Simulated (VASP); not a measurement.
# Ag16HCl in VASP: single point with PBE

Aim: the single point of Ag16HCl with PBE.

All numbers are computed with VASP 6.6.1; they aren't measurements. Logs are shortened: lines on timing, memory, paths and dates and some standing lists are left out, and cuts for length are marked.

### 1 The cell of the first run

The cell holds a slab with vacuum, 18 atoms: a = 5.865 Å, b = 5.865 Å, c = 25.504 Å, α = 90.00°, β = 90.00°, γ = 90.00°.

### 2 Single point, PBE

File INCAR:

```
SYSTEM = Ag16HCl
  PREC = Accurate
  ENCUT = 520
  EDIFF = 1E-7
  ISMEAR = 0
  SIGMA = 0.1
  LREAL = Auto
  LASPH = .True.
  NELM = 100
  ALGO = Normal
  ISIF = 2
  LWAVE = .False.
  LCHARG = .False.
  LDIPOL = .True.
  IDIPOL = 3
  DIPOL = 0.5 0.5 0.460
  GGA = PE
  NBANDS = 107
```

File KPOINTS:

```
regular mesh
0
Gamma
  3 3 1
  0 0 0
```

File POSCAR:

```
Ag16HCl
1.0
    5.8650143192      0.0000000000      0.0000000000
    0.0000000000      5.8650143192      0.0000000000
    0.0000000000      0.0000000000     25.5035870953
Ag Cl H
16 1 1
Direct
    0.2500000000      0.2500000000      0.3136813645
    0.2500000000      0.7500000000      0.3136813645
    0.7500000000      0.2500000000      0.3136813645
    0.7500000000      0.7500000000      0.3136813645
    0.5000000000      0.5000000000      0.3949874055
    0.5000000000      0.0000000000      0.3949874055
    0.0000000000      0.5000000000      0.3949874055
    0.0000000000      0.0000000000      0.3949874055
    0.7500000000      0.7500000000      0.4761465745
    0.7500000000      0.2500000000      0.4757593659
    0.2500000000      0.7500000000      0.4757593659
    0.2500000000      0.2500000000      0.4765380485
   -0.0005115912     -0.0005115912      0.5553102759
   -0.0005115912      0.5005115912      0.5553102759
    0.5005115912     -0.0005115912      0.5553102759
    0.5005115912      0.5005115912      0.5553102759
    0.7500000000      0.7500000000      0.6884179857
    0.7500000000      0.7500000000      0.6371348595
```

Potentials or basis: VASP PAW PBE potentials, release 64 (Ag, Cl, H).

The run is started by

```
$ cat potpaw_PBE.64/Ag/POTCAR potpaw_PBE.64/Cl/POTCAR potpaw_PBE.64/H/POTCAR > POTCAR
$ mpirun -np 1 vasp_std > vasp.out
```

OUTCAR:

```text
SYSTEM = Ag16HCl
   PREC = Accurate
   ENCUT = 520
   EDIFF = 1E-7
   ISMEAR = 0
   LREAL = Auto
   LASPH = .True.
   NELM = 100
   ISIF = 2
   GGA = PE

 ion  position               nearest neighbor table
   1  0.250  0.250  0.314-   5 2.93   6 2.93   7 2.93   8 2.93   2 2.93   3 2.93   2 2.93   3 2.93

   2  0.250  0.750  0.314-   5 2.93   6 2.93   7 2.93   8 2.93   1 2.93   4 2.93   1 2.93   4 2.93

   3  0.750  0.250  0.314-   5 2.93   6 2.93   7 2.93   8 2.93   1 2.93   4 2.93   4 2.93   1 2.93
[... 23 lines left out ...]
  15  0.501  0.999  0.555-  12 2.89   9 2.89  11 2.90  10 2.90  13 2.93  16 2.93  16 2.94  13 2.94

  16  0.501  0.501  0.555-  12 2.89   9 2.89  11 2.90  10 2.90  14 2.93  15 2.93  15 2.94  14 2.94

  17  0.750  0.750  0.688-  18 1.31
  18  0.750  0.750  0.637-  17 1.31

  LATTYP: Found a simple tetragonal cell.
 ALAT       =     5.8650143192
 C/A-ratio  =     4.3484270809

  Lattice vectors:

 A1 = (   5.8650143192,   0.0000000000,   0.0000000000)
 A2 = (   0.0000000000,   5.8650143192,   0.0000000000)
 A3 = (   0.0000000000,   0.0000000000,  25.5035870953)

Analysis of symmetry for initial positions (statically):
=====================================================================
 Subroutine PRICEL returns:
 Original cell was already a primitive cell.

 Routine SETGRP: Setting up the symmetry group for a
 simple tetragonal supercell.

 Subroutine GETGRP returns: Found  8 space group operations
 (whereof  2 operations were pure point group operations)
 out of a pool of 16 trial point group operations.

The static configuration has the point symmetry C_1h.
 The point group associated with its full space group is C_4v.

Analysis of symmetry for dynamics (positions and initial velocities):
=====================================================================
 Subroutine PRICEL returns:
 Original cell was already a primitive cell.

 Routine SETGRP: Setting up the symmetry group for a
 simple tetragonal supercell.

 Subroutine GETGRP returns: Found  8 space group operations
 (whereof  2 operations were pure point group operations)
 out of a pool of 16 trial point group operations.

The dynamic configuration has the point symmetry C_1h.
 The point group associated with its full space group is C_4v.

 Subroutine INISYM returns: Found  8 space group operations
 (whereof  2 operations are pure point group operations),
 and found     1 'primitive' translations

----------------------------------------------------------------------------------------

                                     Primitive cell

  volume of cell :     877.2824

  direct lattice vectors                    reciprocal lattice vectors
     5.865014319  0.000000000  0.000000000     0.170502568  0.000000000  0.000000000
     0.000000000  5.865014319  0.000000000     0.000000000  0.170502568  0.000000000
     0.000000000  0.000000000 25.503587095     0.000000000  0.000000000  0.039210171

  length of vectors
     5.865014319  5.865014319 25.503587095     0.170502568  0.170502568  0.039210171

  position of ions in fractional coordinates (direct lattice)
     0.250000000  0.250000000  0.313681364
     0.250000000  0.750000000  0.313681364
     0.750000000  0.250000000  0.313681364
     0.750000000  0.750000000  0.313681364
     0.500000000  0.500000000  0.394987405
     0.500000000  0.000000000  0.394987405
[... 10 lines left out ...]
     0.750000000  0.750000000  0.688417986
     0.750000000  0.750000000  0.637134860

  ion indices of the primitive-cell ions
   primitive index   ion index
                 1           1
                 2           2
                 3           3
                 4           4
                 5           5
                 6           6
[... 10 lines left out ...]
                17          17
                18          18

----------------------------------------------------------------------------------------

 KPOINTS: regular mesh

Automatic generation of k-mesh.
 Grid dimensions read from file:
 generate k-points for:    3    3    1

 Generating k-lattice:

  Cartesian coordinates                     Fractional coordinates (reciprocal lattice)
     0.056834189  0.000000000  0.000000000     0.333333333  0.000000000  0.000000000
     0.000000000  0.056834189  0.000000000     0.000000000  0.333333333  0.000000000
     0.000000000  0.000000000  0.039210171     0.000000000  0.000000000  1.000000000

  Length of vectors
     0.056834189  0.056834189  0.039210171

  Shift w.r.t. Gamma in fractional coordinates (k-lattice)
     0.000000000  0.000000000  0.000000000

 Subroutine IBZKPT returns following result:
 ===========================================

 Found      3 irreducible k-points:

 Following reciprocal coordinates:
            Coordinates               Weight
  0.000000  0.000000  0.000000      1.000000
  0.333333  0.000000  0.000000      4.000000
  0.333333  0.333333  0.000000      4.000000
   k-points           NKPTS =      3   k-points in BZ     NKDIM =      3   number of bands    NBANDS=    107
   number of dos      NEDOS =    301   number of ions     NIONS =     18
   total plane-waves  NPLWV = 442368
   dimension x,y,z NGX =    48 NGY =   48 NGZ =  192
   dimension x,y,z NGXF=    96 NGYF=   96 NGZF=  384
   ions per type =              16   1   1
   NGX,Y,Z   is equivalent  to a cutoff of  13.61, 13.61, 12.52 a.u.
   NGXF,Y,Z  is equivalent  to a cutoff of  27.21, 27.21, 25.03 a.u.
 SYSTEM =  Ag16HCl
   PREC   = accura    normal or accurate (medium, high low for compatibility)
   ISTART =      0    job   : 0-new  1-cont  2-samecut
   ICHARG =      2    charge: 1-file 2-atom 10-const
   ISPIN  =      1    spin polarized calculation?
   LNONCOLLINEAR =      F non collinear calculations
   LSORBIT =      F    spin-orbit coupling
   LASPH  =      T    aspherical Exc in radial PAW
   ENCUT  =  520.0 eV  38.22 Ry    6.18 a.u.  10.91 10.91 47.42*2*pi/ulx,y,z
   NELM   =    100;   NELMIN=  2; NELMDL= -5     # of ELM steps
   EDIFF  = 0.1E-06   stopping-criterion for ELM
   LREAL  =      T    real-space projection
   EDIFFG = 0.1E-05   stopping-criterion for IOM
   NSW    =      0    number of steps for IOM
   IBRION =     -1    ionic relax: 0-MD 1-quasi-New 2-CG
   NFREE  =      0    steps in history (QN), initial steepest desc. (CG)
   ISIF   =      2    stress and relaxation
   ISYM   =      2    0-nonsym 1-usesym 2-fastsym
   POTIM  = 0.5000    time-step for ionic-motion
   TEBEG  =    0.0;   TEEND  =   0.0 temperature during run
   PSTRESS=    0.0 pullay stress
   NELECT =     184.0000    total number of electrons
   NUPDOWN=      -1.0000    fix difference up-down
   EMIN   =  10.00;   EMAX   =-10.00  energy-range for DOS
   EFERMI =   0.00;   METHOD = LEGACY
   ISMEAR =     0;   SIGMA  =   0.10  broadening in eV -4-tet -1-fermi 0-gaus
   EFERMI_NEDOS =   21; number of points for ismear=-14 and -15
   IALGO  =     38    algorithm
   IMIX   =      4    mixing-type and parameters
     AMIX     =   0.40;   BMIX     =  1.00
     AMIX_MAG =   1.60;   BMIX_MAG =  1.00
  volume/ion in A,a.u.               =      48.74       328.90
  Fermi-wavevector in a.u.,A,eV,Ry     =   0.972675  1.838089 12.872419  0.946096
  Thomas-Fermi vector in A             =   2.102992
   LORBIT       =      0    0 simple, 1 ext, 2 COOP (PROOUT), +10 PAW based schemes
   GGA     = PE    functional components
   LHFCALC =     F    Hartree Fock is set to
   AEXX    =    0.0000 exact exchange contribution
   IVDW    =     0    specifies the selected vdW correction
   LEPSILON=     F    determine dielectric tensor
   LRPA    =     F    only Hartree local field effects (RPA)
 non-spin polarized calculation
 Gauss-broadening in eV      SIGMA  =   0.10
  energy-cutoff  :      520.00
  volume of cell :      877.28
 maximum number of plane-waves:     23651
 NGX is ok and might be reduce to    48
   NGX = 21   NGY = 21   NGZ = 95

 dipolmoment           0.000000      0.000000     -0.185199 electrons x Angstroem

 number of electron     184.0000046 magnetization

 dipolmoment           0.000000      0.000000      0.181903 electrons x Angstroem

 Free energy of the ion-electron system (eV)
  ---------------------------------------------------
  ext. energy  EPLUGINS =         0.00000000
  ---------------------------------------------------
  free energy    TOTEN  =       -45.59099660 eV

  energy without entropy =      -45.50060129  energy(sigma->0) =      -45.54579894

 E-fermi :  -0.2348     XC(G=0):  -4.9310

 val. band max:       -0.2371005461   @ k =   0.3333   0.0000   0.0000
 cond. band min:      -0.1690933174   @ k =   0.0000   0.0000   0.0000
 fundamental gap:      0.0680072287
 Fermi energy:        -0.2347867264

 k-point     1 :       0.0000    0.0000    0.0000
  band No.  band energies     occupation
      1     -16.5546      2.00000
      2      -7.4062      2.00000
      3      -7.2031      2.00000
      4      -6.3794      2.00000
      5      -6.2984      2.00000
      6      -6.2752      2.00000
[... 96 lines left out ...]
    103       2.4341      0.00000
    104       3.7857      0.00000

 k-point     2 :       0.3333    0.0000    0.0000
  band No.  band energies     occupation
      1     -16.5541      2.00000
      2      -7.2739      2.00000
      3      -6.8398      2.00000
      4      -6.2287      2.00000
      5      -6.1944      2.00000
      6      -6.1417      2.00000
[... 96 lines left out ...]
    103       2.8634      0.00000
    104       3.2053      0.00000

 k-point     3 :       0.3333    0.3333    0.0000
  band No.  band energies     occupation
      1     -16.5536      2.00000
      2      -7.2574      2.00000
      3      -6.3826      2.00000
      4      -5.9083      2.00000
      5      -5.9009      2.00000
      6      -5.8942      2.00000
[... 96 lines left out ...]
    103       3.8826      0.00000
    104       4.1242      0.00000
 [bands above 104 left out]

------------------------ aborting loop because EDIFF is reached ----------------------------------------

 vacuum level on the upper side and lower side of the slab       (xc-potential included)         0.377        -0.556

  FORCE on cell =-STRESS in cart. coord.  units (eV):
  Direction    XX          YY          ZZ          XY          YZ          ZX
  --------------------------------------------------------------------------------------
  -------------------------------------------------------------------------------------
  Total       -3.2930438     -3.2930438     -1.4627181      0.0000000      0.0000000      0.0000000
  in kB       -6.0140726     -6.0140726     -2.6713562      0.0000000      0.0000000      0.0000000
  external PRESSURE =      -4.8998338 kB  Pullay stress =       0.0000000 kB

 VOLUME and BASIS-vectors are now :
 -----------------------------------------------------------------------------
  energy-cutoff  :      520.00
  volume of cell :      877.28
      direct lattice vectors                 reciprocal lattice vectors
     5.865014319  0.000000000  0.000000000     0.170502568  0.000000000  0.000000000
     0.000000000  5.865014319  0.000000000     0.000000000  0.170502568  0.000000000
     0.000000000  0.000000000 25.503587095     0.000000000  0.000000000  0.039210171

 POSITION                                       TOTAL-FORCE (eV/Angst)
 -----------------------------------------------------------------------------------
      1.46625      1.46625      8.00000        -0.000000     -0.000000      0.135094
      1.46625      4.39876      8.00000        -0.000000      0.000000      0.130446
      4.39876      1.46625      8.00000        -0.000000     -0.000000      0.130446
      4.39876      4.39876      8.00000        -0.000000     -0.000000      0.135828
      2.93251      2.93251     10.07360        -0.005103     -0.005103     -0.131675
      2.93251      0.00000     10.07360        -0.005103      0.005103     -0.131675
[... 10 lines left out ...]
      4.39876      4.39876     17.55713        -0.000000      0.000000     -0.102680
      4.39876      4.39876     16.24922        -0.000000     -0.000000      0.109913
 -----------------------------------------------------------------------------------
    total drift:                                0.000000      0.000000     -0.011647

  FREE ENERGIE OF THE ION-ELECTRON SYSTEM (eV)
  ---------------------------------------------------
  free  energy   TOTEN  =       -45.5909965964 eV

  energy  without entropy=      -45.5006012864  energy(sigma->0) =      -45.54579894

 vacuum level on the upper side and lower side of the slab         4.759         3.802
```

It took 9 min on 1 thread of AMD EPYC 9R45 (Zen 5), shared host; peak memory 0.9 GiB.

What came out:

* Free energy: -45.5910 eV
* Largest force: 0.136 eV/Å
* Band gap on the k mesh: zero (bands 92 and 93 overlap by 0.03 eV)

Forces in eV/Å, atoms in the order of the input:
```
Ag   0.000  0.000  0.135
Ag   0.000  0.000  0.130
Ag   0.000  0.000  0.130
Ag   0.000  0.000  0.136
Ag  -0.005 -0.005 -0.132
Ag  -0.005  0.005 -0.132
Ag   0.005 -0.005 -0.132
Ag   0.005  0.005 -0.132
Ag   0.000  0.000  0.001
Ag   0.000  0.000  0.007
Ag   0.000  0.000  0.007
Ag   0.000  0.000 -0.001
Ag   0.003  0.003 -0.007
Ag   0.003 -0.003 -0.007
Ag  -0.003  0.003 -0.007
Ag  -0.003 -0.003 -0.007
Cl   0.000  0.000 -0.103
H    0.000  0.000  0.110
```

Levels at points of the mesh, in eV from the Fermi level:
```
           k point  band 91  band 92  band 93  band 94  band 95  band 96
(0.00, 0.00, 0.00)    -0.56    -0.20    -0.01     0.07     0.07     0.07
```

The gap in the log of VASP goes by the Fermi energy; the results here count the filled bands.